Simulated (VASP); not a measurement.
# BN (Pm) in VASP: further runs

The runs below take BN through single point, with PBE+D3(BJ).

Program: VASP 6.6.1. These are calculated values, not measurements. Logs are shortened: lines on timing, memory, paths and dates and some standing lists are left out, and cuts for length are marked.

## (1) The cell of the first run

Symmetry: Pm, No. 6, monoclinic system. Conventional cell: a = 2.389 Å, b = 6.592 Å, c = 2.477 Å, α = 90.00°, β = 118.83°, γ = 90.00°. Within 1.9 Å of B (site symmetry m) lie 3 N at 1.40 to 1.45 Å. Within 1.9 Å of B (site symmetry m) lie 3 N at 1.39 to 1.45 Å. Within 1.9 Å of N (site symmetry m) lie 3 B at 1.39 to 1.45 Å. Within 1.9 Å of N (site symmetry m) lie 3 B at 1.40 to 1.45 Å.

## (2) Single point, PBE+D3(BJ) (atoms displaced along a vibrational mode, the cell strained)

File INCAR:

```
PREC = Accurate
ENCUT = 520
EDIFF = 1E-6
ISMEAR = 1
SIGMA = 0.05
LREAL = F
LASPH = T
NELM = 60
ALGO = Normal
ISIF = 2
LWAVE = F
LCHARG = T
GGA = PE
IVDW = 12
LELF = T
LVHAR = T
NBANDS = 16
```

File KPOINTS:

```
Automatic mesh
0
Gamma
  12 12 4
```

File POSCAR:

```
BN
1.0
    2.3890773168      0.0000000000      0.0000000000
   -1.1945386584      2.1703573356      0.0000000000
    0.0000000000      0.0000000000      6.5923998870
B N
2 2
Direct
   -0.1728768184      0.0000000000      0.5000000000
    0.5065098970      0.6666666667      0.0000000000
    0.1723419976      0.0000000000      0.0000000000
    0.4940933386      0.3333333333      0.5000000000
```

Potentials or basis: VASP PAW PBE potentials, release 64 (B, N).

Run with:

```console
> cat potpaw_PBE.64/B/POTCAR potpaw_PBE.64/N/POTCAR > POTCAR
> mpirun -np 1 vasp_std > vasp.out
```

OUTCAR:

```text
PREC = Accurate
   ENCUT = 520
   EDIFF = 1E-6
   ISMEAR = 1
   LREAL = F
   LASPH = T
   NELM = 60
   ISIF = 2
   GGA = PE
   IVDW = 12
 IVDW          = 12

 ion  position               nearest neighbor table
   1  0.827  0.000  0.500-   4 1.40   4 1.40   4 1.45
   2  0.507  0.667  0.000-   3 1.39   3 1.40   3 1.45
   3  0.172  0.000  0.000-   2 1.39   2 1.40   2 1.45
   4  0.494  0.333  0.500-   1 1.40   1 1.40   1 1.45

  LATTYP: Found a base centered orthorhombic cell.
 ALAT       =     2.3890773168
 B/A-ratio  =     1.8169000395
 C/A-ratio  =     2.7593916030

  Lattice vectors:

 A1 = (   1.1945386584,  -2.1703573356,   0.0000000000)
 A2 = (   1.1945386584,   2.1703573356,   0.0000000000)
 A3 = (   0.0000000000,   0.0000000000,   6.5923998870)

Analysis of symmetry for initial positions (statically):
=====================================================================
 Subroutine PRICEL returns:
 Original cell was already a primitive cell.

 Routine SETGRP: Setting up the symmetry group for a
 base centered orthorhombic supercell.

 Subroutine GETGRP returns: Found  2 space group operations
 (whereof  2 operations were pure point group operations)
 out of a pool of  8 trial point group operations.

The static configuration has the point symmetry C_1h.

Analysis of symmetry for dynamics (positions and initial velocities):
=====================================================================
 Subroutine PRICEL returns:
 Original cell was already a primitive cell.

 Routine SETGRP: Setting up the symmetry group for a
 base centered orthorhombic supercell.

 Subroutine GETGRP returns: Found  2 space group operations
 (whereof  2 operations were pure point group operations)
 out of a pool of  8 trial point group operations.

The dynamic configuration has the point symmetry C_1h.

 Subroutine INISYM returns: Found  2 space group operations
 (whereof  2 operations are pure point group operations),
 and found     1 'primitive' translations

----------------------------------------------------------------------------------------

                                     Primitive cell

  volume of cell :      34.1826

  direct lattice vectors                    reciprocal lattice vectors
     2.389077317  0.000000000  0.000000000     0.418571636  0.230376810  0.000000000
    -1.194538658  2.170357336  0.000000000     0.000000000  0.460753620  0.000000000
     0.000000000  0.000000000  6.592399887     0.000000000  0.000000000  0.151689827

  length of vectors
     2.389077317  2.477372312  6.592399887     0.477782052  0.460753620  0.151689827

  position of ions in fractional coordinates (direct lattice)
     0.827123182  0.000000000  0.500000000
     0.506509897  0.666666667  0.000000000
     0.172341998  0.000000000  0.000000000
     0.494093339  0.333333333  0.500000000

  ion indices of the primitive-cell ions
   primitive index   ion index
                 1           1
                 2           2
                 3           3
                 4           4

----------------------------------------------------------------------------------------

 KPOINTS: Automatic mesh

Automatic generation of k-mesh.
 Grid dimensions read from file:
 generate k-points for:   12   12    4

 Generating k-lattice:

  Cartesian coordinates                     Fractional coordinates (reciprocal lattice)
     0.034880970  0.019198068  0.000000000     0.083333333  0.000000000  0.000000000
     0.000000000  0.038396135  0.000000000     0.000000000  0.083333333  0.000000000
     0.000000000  0.000000000  0.037922457     0.000000000  0.000000000  0.250000000

  Length of vectors
     0.039815171  0.038396135  0.037922457

  Shift w.r.t. Gamma in fractional coordinates (k-lattice)
     0.000000000  0.000000000  0.000000000

 Subroutine IBZKPT returns following result:
 ===========================================

 Found    222 irreducible k-points:

 Following reciprocal coordinates:
            Coordinates               Weight
  0.000000  0.000000  0.000000      1.000000
  0.083333  0.000000  0.000000      2.000000
  0.083333 -0.083333  0.000000      2.000000
  0.166667 -0.000000  0.000000      2.000000
  0.166667 -0.166667  0.000000      2.000000
  0.250000  0.000000  0.000000      2.000000
[... 16 lines left out ...]
  0.416667  0.083333  0.000000      2.000000
  0.416667  0.500000  0.000000      2.000000
 [... further k-points ...]
   k-points           NKPTS =    222   k-points in BZ     NKDIM =    222   number of bands    NBANDS=     16
   number of dos      NEDOS =    301   number of ions     NIONS =      4
   total plane-waves  NPLWV =  16200
   dimension x,y,z NGX =    18 NGY =   18 NGZ =   50
   dimension x,y,z NGXF=    36 NGYF=   36 NGZF=  100
   ions per type =               2   2
   NGX,Y,Z   is equivalent  to a cutoff of  12.53, 12.08, 12.61 a.u.
   NGXF,Y,Z  is equivalent  to a cutoff of  25.05, 24.16, 25.22 a.u.
 SYSTEM =  unknown system
[... 30 lines left out ...]
   AEXX    =    0.0000 exact exchange contribution
   IVDW    =    12    specifies the selected vdW correction
   LEPSILON=     F    determine dielectric tensor
   LRPA    =     F    only Hartree local field effects (RPA)
 non-spin polarized calculation
 Methfessel and Paxton  Order N= 1 SIGMA  =   0.05
  energy-cutoff  :      520.00
  volume of cell :       34.18
 maximum number of plane-waves:       937
 NGX is ok and might be reduce to    18
   NGX =  9   NGY =  9   NGZ = 25

 number of electron      15.9999997 magnetization

 Free energy of the ion-electron system (eV)
  ---------------------------------------------------
  ext. energy  EPLUGINS =         0.00000000
  ---------------------------------------------------
  free energy    TOTEN  =       -34.84963980 eV

  energy without entropy =      -34.84966375  energy(sigma->0) =      -34.84964779

 E-fermi :   2.9448     XC(G=0): -10.2648

 val. band max:        2.9091864453   @ k =   0.4167   0.3333   0.0000
 cond. band min:       6.5475479711   @ k =   0.5000   0.5000   0.0000
 fundamental gap:      3.6383615258
 Fermi energy:         2.9448104459

 k-point     1 :       0.0000    0.0000    0.0000
  band No.  band energies     occupation
      1     -15.5892      2.00000
      2     -15.2867      2.00000
      3      -3.9571      2.00000
      4      -1.8156      2.00000
      5       1.2554      2.00000
      6       1.2662      2.00000
[... 8 lines left out ...]
     15      16.6588      0.00000
     16      16.6808      0.00000

 k-point     2 :       0.0833    0.0000    0.0000
  band No.  band energies     occupation
      1     -15.4423      2.00000
      2     -15.1445      2.00000
      3      -3.7538      2.00000
      4      -1.6325      2.00000
      5       0.8453      2.00000
      6       0.8822      2.00000
[... 8 lines left out ...]
     15      16.1684      0.00000
     16      17.1762      0.00000

 k-point     3 :       0.0833   -0.0833    0.0000
  band No.  band energies     occupation
      1     -15.4423      2.00000
      2     -15.1443      2.00000
      3      -3.7542      2.00000
      4      -1.6320      2.00000
      5       0.8537      2.00000
      6       0.8900      2.00000
[... 8 lines left out ...]
     15      16.2206      0.00000
     16      17.2059      0.00000

 k-point     4 :       0.1667   -0.0000    0.0000
  band No.  band energies     occupation
      1     -15.0085      2.00000
      2     -14.7254      2.00000
      3      -3.1506      2.00000
      4      -1.0936      2.00000
      5      -0.5401      2.00000
      6      -0.4769      2.00000
[... 8 lines left out ...]
     15      16.9245      0.00000
     16      18.4262      0.00000
[... 324 lines left out ...]
 k-point    22 :       0.3333   -0.4167    0.0000
  band No.  band energies     occupation
      1     -12.9179      2.00000
      2     -12.7141      2.00000
      3      -5.0864      2.00000
      4      -4.8756      2.00000
      5      -1.9099      2.00000
      6      -1.8542      2.00000
[... 8 lines left out ...]
     15      19.6722      0.00000
     16      21.7398      0.00000

 k-point    23 :       0.4167    0.0833    0.0000
  band No.  band energies     occupation
      1     -12.1467      2.00000
      2     -12.0355      2.00000
      3      -6.2378      2.00000
      4      -6.0974      2.00000
      5      -2.1958      2.00000
      6      -2.1300      2.00000
[... 8 lines left out ...]
     15      17.7139      0.00000
     16      20.1093      0.00000

 k-point    24 :       0.4167    0.5000    0.0000
  band No.  band energies     occupation
      1     -12.1695      2.00000
      2     -12.0047      2.00000
      3      -6.2979      2.00000
      4      -6.0422      2.00000
      5      -2.1961      2.00000
      6      -2.1396      2.00000
[... 8 lines left out ...]
     15      17.8981      0.00000
     16      21.1270      0.00000

 [... further k-points ...]

------------------------ aborting loop because EDIFF is reached ----------------------------------------

 Edisp (eV)   -0.59630

 E8    (eV) :    -0.1749

  FORCE on cell =-STRESS in cart. coord.  units (eV):
  Direction    XX          YY          ZZ          XY          YZ          ZX
  --------------------------------------------------------------------------------------
  -------------------------------------------------------------------------------------
  Total      10.62866     2.00260     0.14767     0.08375     0.00000     0.00000
  in kB     498.17738    93.86393     6.92135     3.92551     0.00000     0.00000
  external pressure =      199.65 kB  Pullay stress =        0.00 kB

 VOLUME and BASIS-vectors are now :
 -----------------------------------------------------------------------------
  energy-cutoff  :      520.00
  volume of cell :       34.18
      direct lattice vectors                 reciprocal lattice vectors
     2.389077317  0.000000000  0.000000000     0.418571636  0.230376810  0.000000000
    -1.194538658  2.170357336  0.000000000     0.000000000  0.460753620  0.000000000
     0.000000000  0.000000000  6.592399887     0.000000000  0.000000000  0.151689827

 POSITION                                       TOTAL-FORCE (eV/Angst)
 -----------------------------------------------------------------------------------
      1.97606      0.00000      3.29620         0.039755     -0.815614      0.000000
      0.41373      1.44690      0.00000        -0.090351     -0.795431      0.000000
      0.41174      0.00000      0.00000         0.060342      0.734044      0.000000
      0.78225      0.72345      3.29620        -0.009746      0.877001      0.000000
 -----------------------------------------------------------------------------------
    total drift:                               -0.000034      0.000770     -0.000000

  FREE ENERGIE OF THE ION-ELECTRON SYSTEM (eV)
  ---------------------------------------------------
  free  energy   TOTEN  =       -35.4459388926 eV

  energy  without entropy=      -35.4459628437  energy(sigma->0) =      -35.44594688
```

It took 61 s on 1 thread of Intel Xeon Platinum 8488C (Sapphire Rapids), shared host; peak memory 0.22 GiB.

What came out:

```yaml
Free_energy: -35.4459 eV
Pressure: 20.0 GPa
Largest_force: 0.877 eV/Å
Band_gap_on_the_k_mesh: 3.64 eV (least direct gap 3.98 eV)
Dispersion_energy_per_atom: -0.149 eV
```

Forces in eV/Å, atoms in the order of the input:
```
B    0.040 -0.816  0.000
B   -0.090 -0.795  0.000
N    0.060  0.734  0.000
N   -0.010  0.877  0.000
```

Stress tensor (GPa, compression positive):
```
49.82  0.39  0.00
 0.39  9.39  0.00
 0.00  0.00  0.69
```

Caveat: the cell differs from its parent crystal (atoms displaced along a vibrational mode, the cell strained); the stress differs along the axes, from 1 to 50 GPa.

## (3) Single point, PBE+D3(BJ) (atoms displaced along a vibrational mode, the cell strained)

File INCAR:

```
  PREC = Accurate
  ENCUT = 520
  EDIFF = 1E-6
  ISMEAR = 1
  SIGMA = 0.05
  LREAL = False
  LASPH = True
  NELM = 60
  ALGO = Normal
  ISIF = 2
  LWAVE = False
  LCHARG = False
  GGA = PE
  IVDW = 12
  NBANDS = 16
```

KPOINTS is that of step 2.

File POSCAR:

```
BN
1.0
    2.3890773168      0.0000000000      0.0000000000
   -1.1945386584      2.1703573356      0.0000000000
    0.0000000000      0.0000000000      6.5923998870
B N
2 2
Direct
   -0.1383014547      0.0000000000      0.5000000000
    0.4718745842      0.6666666667      0.0000000000
    0.1378735981      0.0000000000      0.0000000000
    0.5286080042      0.3333333333      0.5000000000
```

Potentials or basis: VASP PAW PBE potentials, release 64 (B, N).

Run with:

```console
> cat potpaw_PBE.64/B/POTCAR potpaw_PBE.64/N/POTCAR > POTCAR
> mpirun -np 1 vasp_std > vasp.out
```

Wall time 58 s (1 thread of Intel Xeon Platinum 8488C (Sapphire Rapids), shared host); peak memory 0.22 GiB.

Results (log left out):

| Item | Value |
| --- | --- |
| Free energy | -35.4514 eV |
| Pressure | 19.9 GPa |
| Largest force | 0.859 eV/Å |
| Band gap on the k mesh | 3.70 eV (least direct gap 4.04 eV) |
| Dispersion energy per atom | -0.149 eV |

Forces on the atoms (eV/Å):
```
B    0.032 -0.811  0.000
B   -0.066 -0.797  0.000
N    0.031  0.750  0.000
N    0.003  0.859  0.000
```

Stress tensor (GPa, compression positive):
```
49.92  0.42  0.00
 0.42  9.41  0.00
 0.00  0.00  0.42
```

Levels at points of the mesh, in eV from the valence-band top:
```
           k point  band 5  band 6  band 7  band 8  band 9  band 10  band 11  band 12
(0.00, 0.00, 0.00)   -1.63   -1.60   -1.32   -1.29    5.01    10.31    10.95    11.27
(0.50, 0.00, 0.00)   -4.71   -4.66   -1.33   -0.91    4.48     5.38     9.50    10.03
(0.50, 0.50, 0.00)   -4.72   -4.66   -1.66   -0.42    3.70     6.10     9.53    10.04
(0.00, 0.50, 0.00)   -3.95   -3.92   -1.90   -1.26    4.11     5.46    10.53    11.22
(0.00, 0.00, 0.50)   -1.63   -1.60   -1.32   -1.29    7.46     7.47    11.18    11.21
(0.50, 0.00, 0.50)   -4.69   -4.68   -1.07   -1.05    4.61     4.69     9.85    10.04
(0.50, 0.50, 0.50)   -4.71   -4.67   -1.09   -1.05    4.68     4.69     9.93     9.93
(0.00, 0.50, 0.50)   -3.95   -3.92   -1.54   -1.52    4.47     4.50    11.22    11.44
```

Caveat: the cell differs from its parent crystal (atoms displaced along a vibrational mode, the cell strained); the stress differs along the axes, from 0 to 50 GPa. A k mesh can miss the band edges.

## (4) Single point, PBE+D3(BJ) (atoms displaced along a vibrational mode, the cell strained)

File INCAR:

```
SYSTEM = BN
  PREC = Accurate
  ENCUT = 520
  EDIFF = 1E-6
  ISMEAR = 1
  SIGMA = 0.05
  LREAL = .False.
  LASPH = .True.
  NELM = 80
  ALGO = Normal
  ISIF = 2
  LWAVE = .False.
  LCHARG = .False.
  GGA = PE
  IVDW = 12
  NBANDS = 16
```

File KPOINTS:

```
Automatic mesh
0
Gamma
  12 12 4
  0 0 0
```

File POSCAR:

```
BN
1.0
    2.4477203560      0.0000000000      0.0000000000
   -1.2238601780      2.1703573356      0.0000000000
    0.0000000000      0.0000000000      6.5923998870
B N
2 2
Direct
   -0.1728768184      0.0000000000      0.5000000000
    0.5065098970      0.6666666667      0.0000000000
    0.1723419976      0.0000000000      0.0000000000
    0.4940933386      0.3333333333      0.5000000000
```

Run with:

```console
> cat potpaw_PBE.64/B/POTCAR potpaw_PBE.64/N/POTCAR > POTCAR
> mpirun -np 1 vasp_std > vasp.out
```

Run time: 64 s. Hardware: 1 thread of Intel Xeon Platinum 8488C (Sapphire Rapids), shared host; peak memory 0.23 GiB.

It converged, with:

```
Free energy                : -35.6352 eV
Pressure                   : 9.3 GPa
Largest force              : 0.422 eV/Å
Band gap on the k mesh     : 3.52 eV (least direct gap 3.87 eV)
Dispersion energy per atom : -0.146 eV
```

Forces on the atoms (eV/Å):
```
B    0.038 -0.359  0.000
B   -0.078 -0.336  0.000
N    0.046  0.273  0.000
N   -0.006  0.422  0.000
```

Stress tensor (GPa, compression positive):
```
22.83  0.38  0.00
 0.38  4.29  0.00
 0.00  0.00  0.88
```

Levels at points of the mesh, in eV from the valence-band top:
| k point | band 6 | band 7 | band 8 | band 9 | band 10 | band 11 |
| --- | --- | --- | --- | --- | --- | --- |
| (0.00, 0.00, 0.00) | -1.60 | -1.48 | -1.47 | 5.01 | 10.15 | 11.15 |
| (0.50, 0.00, 0.00) | -4.52 | -1.52 | -0.85 | 4.11 | 5.49 | 9.27 |
| (0.50, 0.50, 0.00) | -4.53 | -1.76 | -0.46 | 3.52 | 6.02 | 9.30 |
| (0.00, 0.50, 0.00) | -4.17 | -1.74 | -1.09 | 4.07 | 5.42 | 9.82 |
| (0.00, 0.00, 0.50) | -1.61 | -1.48 | -1.47 | 7.43 | 7.43 | 11.27 |
| (0.50, 0.00, 0.50) | -4.53 | -1.14 | -1.13 | 4.48 | 4.55 | 9.68 |
| (0.50, 0.50, 0.50) | -4.54 | -1.15 | -1.14 | 4.54 | 4.56 | 9.74 |
| (0.00, 0.50, 0.50) | -4.19 | -1.36 | -1.36 | 4.41 | 4.47 | 10.34 |

Caveat: the cell differs from its parent crystal (atoms displaced along a vibrational mode, the cell strained); the stress differs along the axes, from 1 to 23 GPa.

## (5) Single point, PBE+D3(BJ) (atoms displaced along a vibrational mode, the cell strained)

File INCAR:

```
PREC = Accurate ; ENCUT = 520
EDIFF = 1E-7 ; ISMEAR = 1
SIGMA = 0.05 ; LREAL = F
LASPH = T ; NELM = 80
ALGO = Normal ; ISIF = 2
LWAVE = F ; LCHARG = F
GGA = PE ; IVDW = 12
NBANDS = 16
```

File KPOINTS:

```
regular mesh
0
Gamma
  12 12 4
```

File POSCAR:

```
BN
1.0
    2.4477203560      0.0000000000      0.0000000000
   -1.2238601780      2.1703573356      0.0000000000
    0.0000000000      0.0000000000      6.5923998870
B N
2 2
Direct
   -0.1383014547      0.0000000000      0.5000000000
    0.4718745842      0.6666666667      0.0000000000
    0.1378735981      0.0000000000      0.0000000000
    0.5286080042      0.3333333333      0.5000000000
```

Run with:

```console
> cat potpaw_PBE.64/B/POTCAR potpaw_PBE.64/N/POTCAR > POTCAR
> mpirun -np 1 vasp_std > vasp.out
```

Run time: 68 s. Hardware: 1 thread of Intel Xeon Platinum 8488C (Sapphire Rapids), shared host; peak memory 0.23 GiB.

The run converged. Its results:

```
Free energy                : -35.6412 eV
Pressure                   : 9.3 GPa
Largest force              : 0.401 eV/Å
Band gap on the k mesh     : 3.60 eV (least direct gap 3.95 eV)
Dispersion energy per atom : -0.146 eV
```

Forces on the atoms (eV/Å):
```
B    0.031 -0.354  0.000
B   -0.056 -0.337  0.000
N    0.018  0.290  0.000
N    0.007  0.401  0.000
```

Stress tensor (GPa, compression positive):
```
22.95  0.41  0.00
 0.41  4.32  0.00
 0.00  0.00  0.59
```

Levels at points of the mesh, in eV from the valence-band top:
```
           k point  band 6  band 7  band 8  band 9  band 10  band 11
(0.00, 0.00, 0.00)   -1.55   -1.44   -1.42    5.05    10.21    11.20
(0.50, 0.00, 0.00)   -4.47   -1.37   -0.94    4.40     5.31     9.36
(0.50, 0.50, 0.00)   -4.47   -1.70   -0.43    3.60     6.03     9.38
(0.00, 0.50, 0.00)   -4.13   -1.69   -1.04    4.14     5.45     9.93
(0.00, 0.00, 0.50)   -1.55   -1.44   -1.42    7.48     7.48    11.31
(0.50, 0.00, 0.50)   -4.49   -1.09   -1.08    4.52     4.61     9.72
(0.50, 0.50, 0.50)   -4.48   -1.12   -1.08    4.60     4.60     9.80
(0.00, 0.50, 0.50)   -4.13   -1.33   -1.30    4.48     4.51    10.42
```

Caveat: the cell differs from its parent crystal (atoms displaced along a vibrational mode, the cell strained); the stress differs along the axes, from 1 to 23 GPa. A k mesh can miss the band edges.

## (6) Overview

| cell | gap on the mesh (eV) | pressure (GPa) | largest force (eV/Å) |
| --- | --- | --- | --- |
| a = 2.389, b = 2.477, c = 6.592 Å, angles 90.0, 90.0, 118.8°, 4 atoms, atomic positions A | 3.64 | 20.0 | 0.88 |
| a = 2.389, b = 2.477, c = 6.592 Å, angles 90.0, 90.0, 118.8°, 4 atoms, atomic positions B | 3.70 | 19.9 | 0.86 |
| a = 2.448, b = 2.492, c = 6.592 Å, angles 90.0, 90.0, 119.4°, 4 atoms, atomic positions A | 3.52 | 9.3 | 0.42 |
| a = 2.448, b = 2.492, c = 6.592 Å, angles 90.0, 90.0, 119.4°, 4 atoms, atomic positions B | 3.60 | 9.3 | 0.40 |

Alike in all rows: task single point; level PBE+D3(BJ); potentials or basis VASP PAW PBE potentials, release 64 (B, N); no spin polarisation; k mesh 12 × 12 × 4; cutoff (eV) 520; smearing methfessel-paxton 0.05 eV.

Caveats: the stress differs along the axes, from 1 to 23 GPa (at least some runs); the stress differs along the axes, from 1 to 50 GPa (at least some runs); the stress differs along the axes, from 0 to 50 GPa (at least some runs).

Absolute energies hang on the potentials; compare differences alone.
